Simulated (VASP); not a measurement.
# TiSi2 (Cmcm) in VASP: a series of runs

The runs below take TiSi2 through single point, with PBE.

All numbers are computed with VASP 6.6.1; they aren't measurements. Logs are shortened: lines on timing, memory, paths and dates and some standing lists are left out, and cuts for length are marked.

## (1) The cell of the first run

The structure is orthorhombic, space group Cmcm (No. 63). Conventional cell: a = 3.485 Å, b = 14.053 Å, c = 3.516 Å, α = 90.00°, β = 90.00°, γ = 90.00°. Ti (site symmetry m2m) has 10 Si at 2.55 to 2.87 Å and 2 Ti at 3.39 Å within 3.4 Å. Within 3.2 Å of Si (site symmetry m2m) lie 4 Si at 2.42 to 3.20 Å and 6 Ti at 2.55 to 2.87 Å. Within 3.3 Å of Si (site symmetry m2m) lie 8 Si at 2.48 to 3.21 Å and 4 Ti at 2.70 to 2.71 Å.

## (2) Single point, PBE

File INCAR:

```
PREC = Accurate
ENCUT = 520
EDIFF = 1E-6
ISMEAR = 0
SIGMA = 0.15
LREAL = F
LASPH = T
NELM = 60
ALGO = Normal
ISIF = 2
LWAVE = F
LCHARG = F
GGA = PE
NBANDS = 29
```

File KPOINTS:

```
Automatic mesh
0
Gamma
  12 12 12
```

File POSCAR:

```
TiSi2
1.0
    1.7423294547     -7.0266867720      0.0000000000
    1.7423294547      7.0266867720      0.0000000000
    0.0000000000      0.0000000000      3.5158059011
Ti Si
2 4
Direct
    0.8968075258      0.1031924742      0.7500000000
    0.1031924742      0.8968075258      0.2500000000
    0.5591373591      0.4408626409      0.7500000000
    0.4408626409      0.5591373591      0.2500000000
    0.2498287182      0.7501712818      0.7500000000
    0.7501712818      0.2498287182      0.2500000000
```

Potentials or basis: VASP PAW PBE potentials, release 64 (Ti_sv, Si).

Started as:

```console
$ cat potpaw_PBE.64/Ti_sv/POTCAR potpaw_PBE.64/Si/POTCAR > POTCAR
$ mpirun -np 1 vasp_std > vasp.out
```

OUTCAR:

```text
PREC = Accurate
   ENCUT = 520
   EDIFF = 1E-6
   ISMEAR = 0
   LREAL = F
   LASPH = T
   NELM = 60
   ISIF = 2
   GGA = PE

 ion  position               nearest neighbor table
   1  0.897  0.103  0.750-   4 2.55   4 2.55   4 2.55   4 2.55   5 2.70   5 2.70   6 2.71   6 2.71
                             3 2.87   3 2.87
   2  0.103  0.897  0.250-   3 2.55   3 2.55   3 2.55   3 2.55   6 2.70   6 2.70   5 2.71   5 2.71
                             4 2.87   4 2.87
   3  0.559  0.441  0.750-   4 2.42   4 2.42   2 2.55   2 2.55   2 2.55   2 2.55   1 2.87   1 2.87

   4  0.441  0.559  0.250-   3 2.42   3 2.42   1 2.55   1 2.55   1 2.55   1 2.55   2 2.87   2 2.87

   5  0.250  0.750  0.750-   6 2.48   6 2.48   6 2.48   6 2.48   1 2.70   1 2.70   2 2.71   2 2.71

   6  0.750  0.250  0.250-   5 2.48   5 2.48   5 2.48   5 2.48   2 2.70   2 2.70   1 2.71   1 2.71

  LATTYP: Found a base centered orthorhombic cell.
 ALAT       =     3.4846589094
 B/A-ratio  =     4.0329265817
 C/A-ratio  =     1.0089383186

  Lattice vectors:

 A1 = (   1.7423294547,  -7.0266867720,   0.0000000000)
 A2 = (   1.7423294547,   7.0266867720,   0.0000000000)
 A3 = (   0.0000000000,   0.0000000000,   3.5158059011)

Analysis of symmetry for initial positions (statically):
=====================================================================
 Subroutine PRICEL returns:
 Original cell was already a primitive cell.

 Routine SETGRP: Setting up the symmetry group for a
 base centered orthorhombic supercell.

 Subroutine GETGRP returns: Found  8 space group operations
 (whereof  4 operations were pure point group operations)
 out of a pool of  8 trial point group operations.

The static configuration has the point symmetry C_2h.
 The point group associated with its full space group is D_2h.

Analysis of symmetry for dynamics (positions and initial velocities):
=====================================================================
 Subroutine PRICEL returns:
 Original cell was already a primitive cell.

 Routine SETGRP: Setting up the symmetry group for a
 base centered orthorhombic supercell.

 Subroutine GETGRP returns: Found  8 space group operations
 (whereof  4 operations were pure point group operations)
 out of a pool of  8 trial point group operations.

The dynamic configuration has the point symmetry C_2h.
 The point group associated with its full space group is D_2h.

 Subroutine INISYM returns: Found  8 space group operations
 (whereof  4 operations are pure point group operations),
 and found     1 'primitive' translations
[... 106 lines left out ...]
   NSW    =      0    number of steps for IOM
   IBRION =     -1    ionic relax: 0-MD 1-quasi-New 2-CG
   NFREE  =      0    steps in history (QN), initial steepest desc. (CG)
   ISIF   =      2    stress and relaxation
   ISYM   =      2    0-nonsym 1-usesym 2-fastsym
   POTIM  = 0.5000    time-step for ionic-motion
   TEBEG  =    0.0;   TEEND  =   0.0 temperature during run
   PSTRESS=    0.0 pullay stress
   NELECT =      40.0000    total number of electrons
   NUPDOWN=      -1.0000    fix difference up-down
   EMIN   =  10.00;   EMAX   =-10.00  energy-range for DOS
   EFERMI =   0.00;   METHOD = LEGACY
   ISMEAR =     0;   SIGMA  =   0.15  broadening in eV -4-tet -1-fermi 0-gaus
   EFERMI_NEDOS =   21; number of points for ismear=-14 and -15
   IALGO  =     38    algorithm
   IMIX   =      4    mixing-type and parameters
     AMIX     =   0.40;   BMIX     =  1.00
     AMIX_MAG =   1.60;   BMIX_MAG =  1.00
  volume/ion in A,a.u.               =      14.35        96.82
  Fermi-wavevector in a.u.,A,eV,Ry     =   1.267991  2.396156 21.875470  1.607802
  Thomas-Fermi vector in A             =   2.401110
   LORBIT       =      0    0 simple, 1 ext, 2 COOP (PROOUT), +10 PAW based schemes
   GGA     = PE    functional components
   LHFCALC =     F    Hartree Fock is set to
   AEXX    =    0.0000 exact exchange contribution
   IVDW    =     0    specifies the selected vdW correction
   LEPSILON=     F    determine dielectric tensor
   LRPA    =     F    only Hartree local field effects (RPA)
 non-spin polarized calculation
 Gauss-broadening in eV      SIGMA  =   0.15
  energy-cutoff  :      520.00
  volume of cell :       86.09
 maximum number of plane-waves:      2366
 NGX is ok and might be reduce to    54

 number of electron      39.9999999 magnetization

 Free energy of the ion-electron system (eV)
  ---------------------------------------------------
  ext. energy  EPLUGINS =         0.00000000
  ---------------------------------------------------
  free energy    TOTEN  =       -40.65096158 eV

  energy without entropy =      -40.63304324  energy(sigma->0) =      -40.64200241

 E-fermi :  10.3909     XC(G=0): -11.5838

 val. band max:       10.3850766206   @ k =   0.1667  -0.0000   0.0000
 cond. band min:      10.3961348571   @ k =   0.0833  -0.0000   0.2500
 fundamental gap:      0.0110582366
 Fermi energy:        10.3909007669

 k-point     1 :       0.0000    0.0000    0.0000
  band No.  band energies     occupation
      1     -46.4798      2.00000
      2     -46.4730      2.00000
      3     -22.8485      2.00000
      4     -22.7776      2.00000
      5     -22.7750      2.00000
      6     -22.7652      2.00000
[... 757 lines left out ...]
     28      13.2169      0.00000
     29      13.9686      0.00000

 [... further k-points ...]

------------------------ aborting loop because EDIFF is reached ----------------------------------------

  FORCE on cell =-STRESS in cart. coord.  units (eV):
  Direction    XX          YY          ZZ          XY          YZ          ZX
  --------------------------------------------------------------------------------------
  -------------------------------------------------------------------------------------
  Total        2.7058957     -3.1714512      2.7918059      0.0000000      0.0000000      0.0000000
  in kB       50.3600175    -59.0245733     51.9589122      0.0000000      0.0000000      0.0000000
  external PRESSURE =      14.4314521 kB  Pullay stress =       0.0000000 kB

 VOLUME and BASIS-vectors are now :
 -----------------------------------------------------------------------------
  energy-cutoff  :      520.00
  volume of cell :       86.09
      direct lattice vectors                 reciprocal lattice vectors
     1.742329455 -7.026686772  0.000000000     0.286972133 -0.071157292  0.000000000
     1.742329455  7.026686772  0.000000000     0.286972133  0.071157292  0.000000000
     0.000000000  0.000000000  3.515805901     0.000000000  0.000000000  0.284429809

 POSITION                                       TOTAL-FORCE (eV/Angst)
 -----------------------------------------------------------------------------------
      1.74233     -5.57648      2.63685         0.000000      0.392166     -0.000000
      1.74233      5.57648      0.87895         0.000000     -0.392166      0.000000
      1.74233     -0.83108      2.63685         0.000000      0.278283     -0.000000
      1.74233      0.83108      0.87895         0.000000     -0.278283      0.000000
      1.74233      3.51575      2.63685         0.000000     -0.006347      0.000000
      1.74233     -3.51575      0.87895         0.000000      0.006347      0.000000
 -----------------------------------------------------------------------------------
    total drift:                               -0.000000     -0.000000      0.000000

  FREE ENERGIE OF THE ION-ELECTRON SYSTEM (eV)
  ---------------------------------------------------
  free  energy   TOTEN  =       -40.6509615788 eV

  energy  without entropy=      -40.6330432370  energy(sigma->0) =      -40.64200241
```

stdout:

```text
POSCAR found type information on POSCAR TiSi
 POSCAR found :  2 types and       6 ions
 scaLAPACK will be used
 LDA part: xc-table for (Slater+PW92), standard interpolation
 POSCAR, INCAR and KPOINTS ok, starting setup
 FFT: planning ... GRIDC
 FFT: planning ... GRID_SOFT
 FFT: planning ... GRID
 WAVECAR not read
 entering main loop
```

Run time: 22 min. Hardware: 1 thread of Intel Xeon 6975P-C, shared host; peak memory 0.73 GiB.

Results:

```
Free energy            : -40.6510 eV
Pressure               : 1.4 GPa
Largest force          : 0.392 eV/Å
Band gap on the k mesh : zero (band 20 reaches 10.95 eV, above the bottom of band 21 at 9.99 eV)
```

Forces in eV/Å, atoms in the order of the input:
```
Ti   0.000  0.392  0.000
Ti   0.000 -0.392  0.000
Si   0.000  0.278  0.000
Si   0.000 -0.278  0.000
Si   0.000 -0.006  0.000
Si   0.000  0.006  0.000
```

Stress tensor (GPa, compression positive):
```
 5.04  0.00  0.00
 0.00 -5.90  0.00
 0.00  0.00  5.20
```

## (3) Single point, PBE

This run uses another cell than the first one, of the same volume but with other edges.

File INCAR:

```
PREC     = Accurate       # precision mode
ENCUT    = 520            # plane-wave cutoff, eV
EDIFF    = 1E-7           # SCF threshold, eV
ISMEAR   = 0              # smearing method
SIGMA    = 0.15           # smearing width, eV
LREAL    = F              # projectors in reciprocal space
LASPH    = T              # aspherical terms in the spheres
NELM     = 80             # most SCF steps
ALGO     = Normal         # electronic algorithm
ISIF     = 2              # what is computed and relaxed
LWAVE    = F              # write WAVECAR
LCHARG   = F              # write CHGCAR
GGA      = PE             # functional
NBANDS   = 29             # bands
```

File KPOINTS:

```
regular mesh
0
Gamma
  12 12 12
```

Edit POSCAR of step 2 so:

```diff
@@ -2,5 +2,5 @@
 1.0
-    1.7423294547     -7.0266867720      0.0000000000
-    1.7423294547      7.0266867720      0.0000000000
-    0.0000000000      0.0000000000      3.5158059011
+    1.8055018188     -6.5435781134      0.0000000000
+    1.8055018188      6.5435781134      0.0000000000
+    0.0000000000      0.0000000000      3.6432799387
 Ti Si
```

Potentials or basis: VASP PAW PBE potentials, release 64 (Ti_sv, Si).

Started as:

```console
$ cat potpaw_PBE.64/Ti_sv/POTCAR potpaw_PBE.64/Si/POTCAR > POTCAR
$ mpirun -np 1 vasp_std > vasp.out
```

Wall time 8.4 min (1 thread of Intel Xeon 6975P-C (Granite Rapids), shared host); peak memory 0.7 GiB.

Results (log left out):

* Free energy: -40.6493 eV
* Pressure: -0.7 GPa
* Largest force: 0.428 eV/Å
* Band gap on the k mesh: zero (band 20 reaches 10.80 eV, above the bottom of band 21 at 9.85 eV)

Forces in eV/Å, atoms in the order of the input:
```
Ti   0.000 -0.428  0.000
Ti   0.000  0.428  0.000
Si   0.000 -0.241  0.000
Si   0.000  0.241  0.000
Si   0.000  0.034  0.000
Si   0.000 -0.034  0.000
```

Stress tensor (GPa, compression positive):
```
-4.38  0.00  0.00
 0.00  6.82  0.00
 0.00  0.00 -4.42
```

Levels at points of the mesh, in eV from the Fermi level:
| k point | band 16 | band 17 | band 18 | band 19 | band 20 | band 21 | band 22 | band 23 | band 24 | band 25 |
| --- | --- | --- | --- | --- | --- | --- | --- | --- | --- | --- |
| (0.00, 0.00, 0.00) | -2.41 | -2.24 | -1.85 | -1.63 | 0.37 | 0.65 | 0.77 | 0.86 | 1.15 | 1.67 |
| (0.50, 0.00, 0.00) | -2.21 | -1.80 | -1.14 | -0.70 | -0.56 | -0.54 | 0.80 | 1.26 | 1.47 | 1.71 |
| (0.50, 0.50, 0.00) | -2.78 | -2.61 | -2.15 | -0.94 | 0.27 | 0.53 | 0.54 | 0.90 | 1.16 | 2.20 |
| (0.00, 0.00, 0.50) | -2.46 | -1.38 | -1.38 | -0.06 | -0.06 | 1.15 | 1.15 | 1.42 | 1.42 | 1.48 |
| (0.50, 0.00, 0.50) | -4.07 | -2.93 | -2.93 | -2.35 | -2.35 | 1.70 | 1.70 | 1.71 | 1.71 | 2.68 |
| (0.50, 0.50, 0.50) | -3.12 | -2.17 | -2.17 | -1.03 | -1.03 | 0.44 | 0.44 | 1.52 | 1.52 | 2.45 |

## (4) Single point, PBE

This run uses another cell than the first one, of 14.73 Å³/atom, 1.027 times its volume.

File INCAR:

```
SYSTEM = TiSi2
PREC = Accurate ; ENCUT = 520
EDIFF = 1E-7 ; ISMEAR = 0
SIGMA = 0.15 ; LREAL = .FALSE.
LASPH = .TRUE. ; NELM = 60
ALGO = Normal ; ISIF = 2
LWAVE = .FALSE. ; LCHARG = .FALSE.
GGA = PE ; NBANDS = 29
```

File KPOINTS:

```
regular mesh
0
G
  12 12 12
  0 0 0
```

Edit POSCAR of step 3 so:

```diff
@@ -2,5 +2,5 @@
 1.0
-    1.8055018188     -6.5435781134      0.0000000000
-    1.8055018188      6.5435781134      0.0000000000
-    0.0000000000      0.0000000000      3.6432799387
+    1.7733830189     -6.9634473826      0.0000000000
+    1.7733830189      6.9634473826      0.0000000000
+    0.0000000000      0.0000000000      3.5784681628
 Ti Si
```

Started as:

```console
$ cat potpaw_PBE.64/Ti_sv/POTCAR potpaw_PBE.64/Si/POTCAR > POTCAR
$ mpirun -np 1 vasp_std > vasp.out
```

Run time: 10 min. Hardware: 1 thread of Intel Xeon 6975P-C (Granite Rapids), shared host; peak memory 0.74 GiB.

Results (log left out):

```yaml
Free_energy: -40.7141 eV
Pressure: -2.9 GPa
Largest_force: 0.253 eV/Å
Band_gap_on_the_k_mesh: zero (band 20 reaches 10.56 eV, above the bottom of band 21 at 9.60 eV)
```

Forces on the atoms (eV/Å):
```
Ti   0.000  0.253  0.000
Ti   0.000 -0.253  0.000
Si   0.000  0.198  0.000
Si   0.000 -0.198  0.000
Si   0.000 -0.006  0.000
Si   0.000  0.006  0.000
```

Stress tensor (GPa, compression positive):
```
-1.21  0.00  0.00
 0.00 -5.77  0.00
 0.00  0.00 -1.60
```

Levels at points of the mesh, in eV from the Fermi level:
| k point | band 18 | band 19 | band 20 | band 21 | band 22 | band 23 |
| --- | --- | --- | --- | --- | --- | --- |
| (0.00, 0.00, 0.00) | -2.05 | -1.89 | 0.50 | 0.63 | 0.80 | 0.87 |
| (0.50, 0.00, 0.00) | -1.54 | -0.65 | -0.48 | -0.46 | 1.25 | 1.40 |
| (0.50, 0.50, 0.00) | -1.76 | -1.24 | 0.44 | 0.68 | 0.83 | 0.87 |
| (0.00, 0.00, 0.50) | -1.64 | -0.03 | -0.03 | 0.66 | 0.66 | 1.49 |
| (0.50, 0.00, 0.50) | -3.24 | -2.36 | -2.36 | 1.63 | 1.63 | 1.85 |
| (0.50, 0.50, 0.50) | -1.91 | -0.74 | -0.74 | 0.41 | 0.41 | 1.64 |

## (5) Single point, PBE

This run uses another cell than the first one, of 14.73 Å³/atom, 1.027 times its volume.

File INCAR:

```
PREC     = Accurate       # precision mode
ENCUT    = 520            # plane-wave cutoff, eV
EDIFF    = 1E-6           # SCF threshold, eV
ISMEAR   = 0              # smearing method
SIGMA    = 0.15           # smearing width, eV
LREAL    = F              # projectors in reciprocal space
LASPH    = T              # aspherical terms in the spheres
NELM     = 80             # most SCF steps
ALGO     = Normal         # electronic algorithm
ISIF     = 2              # what is computed and relaxed
LWAVE    = F              # write WAVECAR
LCHARG   = F              # write CHGCAR
GGA      = PE             # functional
NBANDS   = 29             # bands
```

File KPOINTS:

```
regular mesh
0
Gamma
  12 12 12
```

Edit POSCAR of step 4 so:

```diff
@@ -2,5 +2,5 @@
 1.0
-    1.7733830189     -6.9634473826      0.0000000000
-    1.7733830189      6.9634473826      0.0000000000
-    0.0000000000      0.0000000000      3.5784681628
+    1.7420628393     -7.2160869226      0.0000000000
+    1.7420628393      7.2160869226      0.0000000000
+    0.0000000000      0.0000000000      3.5152679042
 Ti Si
```

Started as:

```console
$ cat potpaw_PBE.64/Ti_sv/POTCAR potpaw_PBE.64/Si/POTCAR > POTCAR
$ mpirun -np 1 vasp_std > vasp.out
```

Wall time 21 min (1 thread of Intel Xeon Platinum 8375C at 2.90GHz (Ice Lake), shared host); peak memory 0.73 GiB.

Results (log left out):

- Free energy: -40.5291 eV
- Pressure: -1.2 GPa
- Largest force: 0.588 eV/Å
- Band gap on the k mesh: zero (band 20 reaches 10.65 eV, above the bottom of band 21 at 9.75 eV)

Forces on the atoms (eV/Å):
```
Ti   0.000  0.588  0.000
Ti   0.000 -0.588  0.000
Si   0.000  0.461  0.000
Si   0.000 -0.461  0.000
Si   0.000 -0.016  0.000
Si   0.000  0.016  0.000
```

Stress tensor (GPa, compression positive):
```
  3.73   0.00   0.00
  0.00 -10.73   0.00
  0.00   0.00   3.55
```

Levels at points of the mesh, in eV from the Fermi level:
```
           k point  band 16  band 17  band 18  band 19  band 20  band 21  band 22  band 23  band 24  band 25
(0.00, 0.00, 0.00)    -2.57    -2.03    -1.99    -1.67     0.59     0.76     0.84     0.87     1.14     1.61
(0.50, 0.00, 0.00)    -2.69    -1.84    -1.43    -0.74    -0.40    -0.30     1.31     1.47     1.73     1.85
(0.50, 0.50, 0.00)    -2.19    -2.09    -1.53    -1.51     0.54     0.74     0.89     0.98     1.07     1.76
(0.00, 0.00, 0.50)    -1.93    -1.85    -1.85     0.01     0.01     0.34     0.34     1.55     1.55     1.75
(0.50, 0.00, 0.50)    -3.88    -3.42    -3.42    -2.35    -2.35     1.46     1.46     1.98     1.98     2.19
(0.50, 0.50, 0.50)    -3.44    -1.77    -1.77    -0.55    -0.55     0.32     0.32     1.71     1.71     2.23
```

## (6) Single point, PBE

This run uses another cell than the first one, of 14.73 Å³/atom, 1.027 times its volume.

File INCAR:

```
SYSTEM = TiSi2
ALGO = Normal
EDIFF = 1E-7
ENCUT = 520
GGA = PE
ISIF = 2
ISMEAR = 0
LASPH = .True.
LCHARG = .False.
LREAL = .False.
LWAVE = .False.
NBANDS = 29
NELM = 80
PREC = Accurate
SIGMA = 0.15
```

File KPOINTS:

```
k-points
0
Gamma
  12 12 12
  0 0 0
```

Edit POSCAR of step 5 so:

```diff
@@ -2,5 +2,5 @@
 1.0
-    1.7420628393     -7.2160869226      0.0000000000
-    1.7420628393      7.2160869226      0.0000000000
-    0.0000000000      0.0000000000      3.5152679042
+    1.7576660241     -7.0885380304      0.0000000000
+    1.7576660241      7.0885380304      0.0000000000
+    0.0000000000      0.0000000000      3.5467532062
 Ti Si
```

Potentials or basis: VASP PAW PBE potentials, release 64 (Ti_sv, Si).

Started as:

```console
$ cat potpaw_PBE.64/Ti_sv/POTCAR potpaw_PBE.64/Si/POTCAR > POTCAR
$ mpirun -np 1 vasp_std > vasp.out
```

Wall time 22 min (1 thread of Intel Xeon Platinum 8375C at 2.90GHz (Ice Lake), shared host); peak memory 0.74 GiB.

It converged, with:

```yaml
Free_energy: -40.6462 eV
Pressure: -2.1 GPa
Largest_force: 0.427 eV/Å
Band_gap_on_the_k_mesh: zero (band 20 reaches 10.61 eV, above the bottom of band 21 at 9.68 eV)
```

Forces in eV/Å, atoms in the order of the input:
```
Ti   0.000  0.427  0.000
Ti   0.000 -0.427  0.000
Si   0.000  0.328  0.000
Si   0.000 -0.328  0.000
Si   0.000 -0.011  0.000
Si   0.000  0.011  0.000
```

Stress tensor (GPa, compression positive):
```
 1.20  0.00  0.00
 0.00 -8.38  0.00
 0.00  0.00  0.90
```

Levels at points of the mesh, in eV from the Fermi level:
```
           k point  band 18  band 19  band 20  band 21  band 22  band 23
(0.00, 0.00, 0.00)    -2.02    -1.78     0.54     0.68     0.81     0.87
(0.50, 0.00, 0.00)    -1.49    -0.70    -0.44    -0.39     1.38     1.38
(0.50, 0.50, 0.00)    -1.64    -1.38     0.49     0.71     0.87     0.94
(0.00, 0.00, 0.50)    -1.74    -0.02    -0.02     0.50     0.50     1.52
(0.50, 0.00, 0.50)    -3.34    -2.36    -2.36     1.55     1.55     1.92
(0.50, 0.50, 0.50)    -1.84    -0.65    -0.65     0.37     0.37     1.68
```

## (7) Overview

| cell | gap on the mesh (eV) | pressure (GPa) | largest force (eV/Å) |
| --- | --- | --- | --- |
| a = 7.239, b = 7.239, c = 3.516 Å, angles 90.0, 90.0, 152.1°, 6 atoms | none | 1.4 | 0.39 |
| a = 6.788, b = 6.788, c = 3.643 Å, angles 90.0, 90.0, 149.1°, 6 atoms | none | -0.7 | 0.43 |
| a = 7.186, b = 7.186, c = 3.578 Å, angles 90.0, 90.0, 151.4°, 6 atoms | none | -2.9 | 0.25 |
| a = 7.423, b = 7.423, c = 3.515 Å, angles 90.0, 90.0, 152.9°, 6 atoms | none | -1.2 | 0.59 |
| a = 7.303, b = 7.303, c = 3.547 Å, angles 90.0, 90.0, 152.1°, 6 atoms | none | -2.1 | 0.43 |

Alike in all rows: task single point; level PBE; potentials or basis VASP PAW PBE potentials, release 64 (Ti_sv, Si); no spin polarisation; k mesh 12 × 12 × 12; cutoff (eV) 520; smearing gaussian 0.15 eV.

Total energies depend on the potentials used, so only differences within one code and one set of settings carry meaning.
